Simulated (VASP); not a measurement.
# TiAl (P-6m2) in VASP: further runs, part 2 of 2

VASP 6.6.1. The steps go on from the part before.

### 3 Single point, LDA, collinear spin (16.97 Å³/atom)

Contents of INCAR:

```
PREC = Accurate
ENCUT = 520
EDIFF = 1E-6
ISMEAR = 0
SIGMA = 0.15
LREAL = F
LASPH = T
NELM = 150
ALGO = Normal
ISIF = 2
LWAVE = F
LCHARG = F
ISPIN = 2
MAGMOM = 0.125 0
LORBIT = 11
NUPDOWN = 0.125
LMAXMIX = 4
GGA = CA
NBANDS = 18
```

Contents of KPOINTS:

```
Automatic mesh
0
Gamma
  21 21 12
```

Contents of POSCAR:

```
TiAl
1.0
    2.8851007109      0.0000000000      0.0000000000
   -1.4425503555      2.4985705081      0.0000000000
    0.0000000000      0.0000000000      4.7093569155
Ti Al
1 1
Direct
    0.0000000000      0.0000000000      0.0000000000
    0.3333333333      0.6666666667      0.5000000000
```

Potentials or basis: VASP PAW LDA potentials, release 64 (Ti_sv, Al).

Command:

```sh
> cat potpaw_LDA.64/Ti_sv/POTCAR potpaw_LDA.64/Al/POTCAR > POTCAR
> mpirun -np 1 vasp_std > vasp.out
```

OUTCAR:

```text
PREC = Accurate
   ENCUT = 520
   EDIFF = 1E-6
   ISMEAR = 0
   LREAL = F
   LASPH = T
   NELM = 150
   ISIF = 2
   ISPIN = 2
   LORBIT = 11
   NUPDOWN = 0.125
   GGA = CA

 ion  position               nearest neighbor table
   1  0.000  0.000  0.000-   2 2.88   2 2.88   2 2.88   2 2.88   2 2.88   2 2.88
   2  0.333  0.667  0.500-   1 2.88   1 2.88   1 2.88   1 2.88   1 2.88   1 2.88

  LATTYP: Found a hexagonal cell.
 ALAT       =     2.8851007109
 C/A-ratio  =     1.6323024350

  Lattice vectors:

 A1 = (   2.8851007109,   0.0000000000,   0.0000000000)
 A2 = (  -1.4425503555,   2.4985705081,   0.0000000000)
 A3 = (   0.0000000000,   0.0000000000,   4.7093569155)

Analysis of symmetry for initial positions (statically):
=====================================================================
 Subroutine PRICEL returns:
 Original cell was already a primitive cell.

 Routine SETGRP: Setting up the symmetry group for a
 hexagonal supercell.

 Subroutine GETGRP returns: Found 12 space group operations
 (whereof 12 operations were pure point group operations)
 out of a pool of 24 trial point group operations.

The static configuration has the point symmetry D_3h.

Analysis of symmetry for dynamics (positions and initial velocities):
=====================================================================
 Subroutine PRICEL returns:
 Original cell was already a primitive cell.

 Routine SETGRP: Setting up the symmetry group for a
 hexagonal supercell.

 Subroutine GETGRP returns: Found 12 space group operations
 (whereof 12 operations were pure point group operations)
 out of a pool of 24 trial point group operations.

The dynamic configuration has the point symmetry D_3h.

Analysis of structural, dynamic, and magnetic symmetry:
=====================================================================
 Subroutine PRICEL returns:
 Original cell was already a primitive cell.
[... 150 lines left out ...]
  ---------------------------------------------------
  ext. energy  EPLUGINS =         0.00000000
  ---------------------------------------------------
  free energy    TOTEN  =       -13.19846276 eV

  energy without entropy =      -13.16877091  energy(sigma->0) =      -13.18361683

 E-fermi :   7.4438     XC(G=0): -11.0715

 val. band max:        7.4679309153   @ k =   0.1905   0.1429   0.2500
 cond. band min:       7.4453156065   @ k =   0.1905  -0.0000   0.4167
 fundamental gap:     -0.0226153089
 Fermi energy:         7.4742513132

 spin component 1

 k-point     1 :       0.0000    0.0000    0.0000
  band No.  band energies     occupation
      1     -48.4507      1.00000
      2     -25.1494      1.00000
      3     -24.7457      1.00000
      4     -24.7457      1.00000
      5      -1.3609      1.00000
      6       5.1502      1.00000
[... 493 lines left out ...]
     17      22.4242      0.00000
     18      23.4028      0.00000

 [... further k-points ...]

 spin component 2

 k-point     1 :       0.0000    0.0000    0.0000
  band No.  band energies     occupation
      1     -48.3902      1.00000
      2     -25.0952      1.00000
      3     -24.6825      1.00000
      4     -24.6825      1.00000
      5      -1.3321      1.00000
      6       5.2227      1.00000
[... 493 lines left out ...]
     17      22.4590      0.00000
     18      23.4535      0.00000

 [... further k-points ...]

------------------------ aborting loop because EDIFF is reached ----------------------------------------

  FORCE on cell =-STRESS in cart. coord.  units (eV):
  Direction    XX          YY          ZZ          XY          YZ          ZX
  --------------------------------------------------------------------------------------
  -------------------------------------------------------------------------------------
  Total       -1.5317695     -1.5317695     -1.8465710      0.0000000      0.0000000     -0.0000000
  in kB      -72.2919269    -72.2919269    -87.1489998      0.0000000      0.0000000     -0.0000000
  external PRESSURE =     -77.2442845 kB  Pullay stress =       0.0000000 kB

 VOLUME and BASIS-vectors are now :
 -----------------------------------------------------------------------------
  energy-cutoff  :      520.00
  volume of cell :       33.95
      direct lattice vectors                 reciprocal lattice vectors
     2.885100711  0.000000000  0.000000000     0.346608351  0.200114425  0.000000000
    -1.442550356  2.498570508  0.000000000     0.000000000  0.400228850  0.000000000
     0.000000000  0.000000000  4.709356915     0.000000000  0.000000000  0.212343218

 POSITION                                       TOTAL-FORCE (eV/Angst)
 -----------------------------------------------------------------------------------
      0.00000      0.00000      0.00000        -0.000000      0.000000      0.000000
     -0.00000      1.66571      2.35468         0.000000     -0.000000      0.000000
 -----------------------------------------------------------------------------------
    total drift:                                0.000000     -0.000000      0.000000

  FREE ENERGIE OF THE ION-ELECTRON SYSTEM (eV)
  ---------------------------------------------------
  free  energy   TOTEN  =       -13.1984627614 eV

  energy  without entropy=      -13.1687709056  energy(sigma->0) =      -13.18361683

 total charge

# of ion       s       p       d       tot
------------------------------------------
    1        2.218   6.124   1.919  10.260
    2        0.437   0.373   0.000   0.810
--------------------------------------------------
tot          2.654   6.497   1.919  11.070

 magnetization (x)

# of ion       s       p       d       tot
------------------------------------------
    1        0.001   0.007   0.066   0.074
    2        0.000   0.003   0.000   0.003
--------------------------------------------------
tot          0.001   0.010   0.066   0.077
```

OSZICAR:

```text
N       E                     dE             d eps       ncg     rms          rms(c)
DAV:   1     0.105795568944E+03    0.10580E+03   -0.66360E+03 24208   0.831E+02
DAV:   2    -0.851985968997E+01   -0.11432E+03   -0.10829E+03 24760   0.247E+02
DAV:   3    -0.146084896467E+02   -0.60886E+01   -0.59633E+01 33220   0.554E+01
DAV:   4    -0.147657024176E+02   -0.15721E+00   -0.15666E+00 28842   0.805E+00
DAV:   5    -0.147703500189E+02   -0.46476E-02   -0.46467E-02 29648   0.135E+00    0.894E+00
DAV:   6    -0.135496828844E+02    0.12207E+01   -0.34117E+00 27642   0.232E+01    0.381E+00
DAV:   7    -0.132350109413E+02    0.31467E+00   -0.50827E-01 28390   0.835E+00    0.191E+00
DAV:   8    -0.132040424433E+02    0.30968E-01   -0.11317E-01 27670   0.338E+00    0.834E-01
DAV:   9    -0.132016040474E+02    0.24384E-02   -0.37128E-02 27848   0.262E+00    0.447E-01
DAV:  10    -0.131984175992E+02    0.31864E-02   -0.42640E-03 27678   0.803E-01    0.832E-02
DAV:  11    -0.131985006125E+02   -0.83013E-04   -0.84959E-04 31658   0.245E-01    0.777E-02
DAV:  12    -0.131984742815E+02    0.26331E-04   -0.65973E-05 27770   0.703E-02    0.315E-02
DAV:  13    -0.131984633794E+02    0.10902E-04   -0.16569E-05 27548   0.462E-02    0.612E-03
DAV:  14    -0.131984627614E+02    0.61796E-06   -0.12735E-06 22678   0.919E-03
   1 F= -.13198463E+02 E0= -.13183617E+02  d E =-.296919E-01  mag=     0.1250
```

stdout:

```text
POSCAR found type information on POSCAR TiAl
 POSCAR found :  2 types and       2 ions
 scaLAPACK will be used
 LDA part: xc-table for (Slater(with rela. corr.)+CA(PZ))
 , standard interpolation
 POSCAR, INCAR and KPOINTS ok, starting setup
 FFT: planning ... GRIDC
 FFT: planning ... GRID_SOFT
 FFT: planning ... GRID
 WAVECAR not read
 entering main loop
```

It took 1.9 min on 1 thread of Intel Xeon 6975P-C (Granite Rapids), shared host; peak memory 0.39 GiB.

What came out:

```yaml
Free_energy: -13.1985 eV
Pressure: -7.7 GPa
Net_moment: 0.12 μB per cell
Site_moments: Ti +0.07; Al +0.00 μB
Valence_electrons_inside_the_program's_atomic_spheres: Ti 10.26; Al 0.81
```

Stress tensor (GPa, compression positive):
```
-7.23  0.00  0.00
 0.00 -7.23  0.00
 0.00  0.00 -8.71
```

Caveat: the cell stands under tension; the total moment is fixed, so each spin has its own Fermi level and the state may be an excited one.

### 4 Single point, LDA, collinear spin (15.72 Å³/atom)

This run uses another cell than the first one, of 15.72 Å³/atom.

Contents of INCAR:

```
PREC = Accurate
ENCUT = 520
EDIFF = 1E-6
ISMEAR = 0
SIGMA = 0.15
LREAL = F
LASPH = T
NELM = 150
ALGO = Fast
ISIF = 2
LWAVE = F
LCHARG = F
ISPIN = 2
MAGMOM = 0.625 0
LORBIT = 11
NUPDOWN = 0.625
LMAXMIX = 4
NBANDS = 18
```

Contents of KPOINTS:

```
regular mesh
0
Gamma
  21 21 12
```

Contents of POSCAR:

```
TiAl
1.0
    2.8120068102      0.0000000000      0.0000000000
   -1.4060034051      2.4352693333      0.0000000000
    0.0000000000      0.0000000000      4.5900455634
Ti Al
1 1
Direct
    0.0000000000      0.0000000000      0.0000000000
    0.3333333333      0.6666666667      0.5000000000
```

Potentials or basis: VASP PAW LDA potentials, release 64 (Ti_sv, Al).

Command:

```sh
> cat potpaw_LDA.64/Ti_sv/POTCAR potpaw_LDA.64/Al/POTCAR > POTCAR
> mpirun -np 1 vasp_std > vasp.out
```

OUTCAR:

```text
PREC = Accurate
   ENCUT = 520
   EDIFF = 1E-6
   ISMEAR = 0
   LREAL = F
   LASPH = T
   NELM = 150
   ISIF = 2
   ISPIN = 2
   LORBIT = 11
   NUPDOWN = 0.625

 ion  position               nearest neighbor table
   1  0.000  0.000  0.000-   2 2.81   2 2.81   2 2.81   2 2.81   2 2.81   2 2.81
   2  0.333  0.667  0.500-   1 2.81   1 2.81   1 2.81   1 2.81   1 2.81   1 2.81

  LATTYP: Found a hexagonal cell.
 ALAT       =     2.8120068102
 C/A-ratio  =     1.6323024350

  Lattice vectors:

 A1 = (   2.8120068102,   0.0000000000,   0.0000000000)
 A2 = (  -1.4060034051,   2.4352693333,   0.0000000000)
 A3 = (   0.0000000000,   0.0000000000,   4.5900455634)

Analysis of symmetry for initial positions (statically):
=====================================================================
 Subroutine PRICEL returns:
 Original cell was already a primitive cell.

 Routine SETGRP: Setting up the symmetry group for a
 hexagonal supercell.

 Subroutine GETGRP returns: Found 12 space group operations
 (whereof 12 operations were pure point group operations)
 out of a pool of 24 trial point group operations.

The static configuration has the point symmetry D_3h.

Analysis of symmetry for dynamics (positions and initial velocities):
=====================================================================
 Subroutine PRICEL returns:
 Original cell was already a primitive cell.

 Routine SETGRP: Setting up the symmetry group for a
 hexagonal supercell.

 Subroutine GETGRP returns: Found 12 space group operations
 (whereof 12 operations were pure point group operations)
 out of a pool of 24 trial point group operations.

The dynamic configuration has the point symmetry D_3h.

Analysis of structural, dynamic, and magnetic symmetry:
=====================================================================
 Subroutine PRICEL returns:
 Original cell was already a primitive cell.

 Routine SETGRP: Setting up the symmetry group for a
 hexagonal supercell.

 Subroutine GETGRP returns: Found 12 space group operations
 (whereof 12 operations were pure point group operations)
 out of a pool of 24 trial point group operations.

The overall configuration has the point symmetry D_3h.

 Subroutine INISYM returns: Found 12 space group operations
 (whereof 12 operations are pure point group operations),
 and found     1 'primitive' translations

----------------------------------------------------------------------------------------

                                     Primitive cell

  volume of cell :      31.4326

  direct lattice vectors                    reciprocal lattice vectors
     2.812006810  0.000000000  0.000000000     0.355617915  0.205316099  0.000000000
    -1.406003405  2.435269333  0.000000000     0.000000000  0.410632198  0.000000000
     0.000000000  0.000000000  4.590045563     0.000000000  0.000000000  0.217862761

  length of vectors
     2.812006810  2.812006810  4.590045563     0.410632198  0.410632198  0.217862761

  position of ions in fractional coordinates (direct lattice)
     0.000000000  0.000000000  0.000000000
     0.333333333  0.666666667  0.500000000

  ion indices of the primitive-cell ions
   primitive index   ion index
                 1           1
                 2           2

----------------------------------------------------------------------------------------

[... 65 lines left out ...]
   LSORBIT =      F    spin-orbit coupling
   LASPH  =      T    aspherical Exc in radial PAW
   ENCUT  =  520.0 eV  38.22 Ry    6.18 a.u.   5.23  5.23  8.53*2*pi/ulx,y,z
   NELM   =    150;   NELMIN=  2; NELMDL= -5     # of ELM steps
   EDIFF  = 0.1E-05   stopping-criterion for ELM
   LREAL  =      F    real-space projection
   EDIFFG = 0.1E-04   stopping-criterion for IOM
   NSW    =      0    number of steps for IOM
   IBRION =     -1    ionic relax: 0-MD 1-quasi-New 2-CG
   NFREE  =      0    steps in history (QN), initial steepest desc. (CG)
   ISIF   =      2    stress and relaxation
   ISYM   =      2    0-nonsym 1-usesym 2-fastsym
   POTIM  = 0.5000    time-step for ionic-motion
   TEBEG  =    0.0;   TEEND  =   0.0 temperature during run
   PSTRESS=    0.0 pullay stress
   NELECT =      15.0000    total number of electrons
   NUPDOWN=       0.6250    fix difference up-down
   EMIN   =  10.00;   EMAX   =-10.00  energy-range for DOS
   EFERMI =   0.00;   METHOD = LEGACY
   ISMEAR =     0;   SIGMA  =   0.15  broadening in eV -4-tet -1-fermi 0-gaus
   EFERMI_NEDOS =   21; number of points for ismear=-14 and -15
   IALGO  =     68    algorithm
   IMIX   =      4    mixing-type and parameters
     AMIX     =   0.40;   BMIX     =  1.00
     AMIX_MAG =   1.60;   BMIX_MAG =  1.00
  volume/ion in A,a.u.               =      15.72       106.06
  Fermi-wavevector in a.u.,A,eV,Ry     =   1.279318  2.417560 22.268032  1.636654
  Thomas-Fermi vector in A             =   2.411810
   LORBIT       =     11    0 simple, 1 ext, 2 COOP (PROOUT), +10 PAW based schemes
   GGA     = CA    functional components
   LHFCALC =     F    Hartree Fock is set to
   AEXX    =    0.0000 exact exchange contribution
   IVDW    =     0    specifies the selected vdW correction
   LEPSILON=     F    determine dielectric tensor
   LRPA    =     F    only Hartree local field effects (RPA)
 spin polarized calculation
 RMM-DIIS sequential band-by-band and
 Gauss-broadening in eV      SIGMA  =   0.15
  energy-cutoff  :      520.00
  volume of cell :       31.43
 maximum number of plane-waves:       860
 NGX is ok and might be reduce to    24
   NGX = 11   NGY = 11   NGZ = 17

 number of electron      15.0000004 magnetization       0.6250000

 Free energy of the ion-electron system (eV)
  ---------------------------------------------------
  ext. energy  EPLUGINS =         0.00000000
  ---------------------------------------------------
  free energy    TOTEN  =       -13.22832714 eV

  energy without entropy =      -13.20759610  energy(sigma->0) =      -13.21796162

 E-fermi :   8.1767     XC(G=0): -11.4001

 val. band max:        8.4314739622   @ k =   0.4286   0.1429   0.4167
 cond. band min:       8.1769236622   @ k =   0.3333   0.1905   0.3333
 fundamental gap:     -0.2545503001
 Fermi energy:         8.4378837487

 spin component 1

 k-point     1 :       0.0000    0.0000    0.0000
  band No.  band energies     occupation
      1     -47.5875      1.00000
      2     -24.2965      1.00000
      3     -23.8114      1.00000
      4     -23.8114      1.00000
      5      -1.0037      1.00000
      6       5.7260      1.00000
[... 493 lines left out ...]
     17      23.8397      0.00000
     18      25.0918      0.00000

 [... further k-points ...]

 spin component 2

 k-point     1 :       0.0000    0.0000    0.0000
  band No.  band energies     occupation
      1     -47.2897      1.00000
      2     -24.0273      1.00000
      3     -23.5010      1.00000
      4     -23.5010      1.00000
      5      -0.8440      1.00000
      6       6.0869      1.00000
[... 493 lines left out ...]
     17      24.0259      0.00000
     18      25.3506      0.00000

 [... further k-points ...]

------------------------ aborting loop because EDIFF is reached ----------------------------------------

  FORCE on cell =-STRESS in cart. coord.  units (eV):
  Direction    XX          YY          ZZ          XY          YZ          ZX
  --------------------------------------------------------------------------------------
  -------------------------------------------------------------------------------------
  Total        0.2138399      0.2138399     -0.1803187      0.0000000      0.0000000     -0.0000000
  in kB       10.8998132     10.8998132     -9.1911728      0.0000000      0.0000000     -0.0000000
  external PRESSURE =       4.2028179 kB  Pullay stress =       0.0000000 kB

 VOLUME and BASIS-vectors are now :
 -----------------------------------------------------------------------------
  energy-cutoff  :      520.00
  volume of cell :       31.43
      direct lattice vectors                 reciprocal lattice vectors
     2.812006810  0.000000000  0.000000000     0.355617915  0.205316099  0.000000000
    -1.406003405  2.435269333  0.000000000     0.000000000  0.410632198  0.000000000
     0.000000000  0.000000000  4.590045563     0.000000000  0.000000000  0.217862761

 POSITION                                       TOTAL-FORCE (eV/Angst)
 -----------------------------------------------------------------------------------
      0.00000      0.00000      0.00000         0.000000     -0.000000      0.000000
     -0.00000      1.62351      2.29502         0.000000      0.000000      0.000000
 -----------------------------------------------------------------------------------
    total drift:                                0.000000     -0.000000      0.000000

  FREE ENERGIE OF THE ION-ELECTRON SYSTEM (eV)
  ---------------------------------------------------
  free  energy   TOTEN  =       -13.2283271443 eV

  energy  without entropy=      -13.2075961006  energy(sigma->0) =      -13.21796162

 total charge

# of ion       s       p       d       tot
------------------------------------------
    1        2.231   6.142   1.981  10.355
    2        0.440   0.402   0.000   0.842
--------------------------------------------------
tot          2.671   6.545   1.981  11.197

 magnetization (x)

# of ion       s       p       d       tot
------------------------------------------
    1        0.006   0.038   0.325   0.368
    2        0.003   0.016   0.000   0.019
--------------------------------------------------
tot          0.008   0.054   0.325   0.387
```

Run time: 4.5 min. Hardware: 1 thread of AMD EPYC 9R45 (Zen 5), shared host; peak memory 0.34 GiB.

Results:

| Item | Value |
| --- | --- |
| Free energy | -13.2283 eV |
| Pressure | 0.4 GPa |
| Net moment | 0.62 μB per cell |
| Site moments | Ti +0.37; Al +0.02 μB |
| Valence electrons inside the program's atomic spheres | Ti 10.36; Al 0.84 |

Stress tensor (GPa, compression positive):
```
 1.09  0.00  0.00
 0.00  1.09  0.00
 0.00  0.00 -0.92
```

Caveat: the total moment is fixed, so each spin has its own Fermi level and the state may be an excited one.

### 5 Overview

| fixed moment (μB) | cell | pressure (GPa) | moment (μB) |
| --- | --- | --- | --- |
| 1.0 | a = 2.885, b = 2.885, c = 4.709 Å, angles 90.0, 90.0, 120.0°, 2 atoms | -6.9 | 1.00 |
| 0.125 | a = 2.885, b = 2.885, c = 4.709 Å, angles 90.0, 90.0, 120.0°, 2 atoms | -7.7 | 0.12 |
| 0.625 | a = 2.812, b = 2.812, c = 4.590 Å, angles 90.0, 90.0, 120.0°, 2 atoms | 0.4 | 0.62 |

Alike in all rows: task single point; level LDA; potentials or basis VASP PAW LDA potentials, release 64 (Ti_sv, Al); spin collinear; k mesh 21 × 21 × 12; cutoff (eV) 520; smearing gaussian 0.15 eV.

Caveats: the total moment is fixed, so each spin has its own Fermi level and the state may be an excited one; the cell stands under tension (at least some runs).

Total energies depend on the potentials used, so only differences within one code and one set of settings carry meaning.
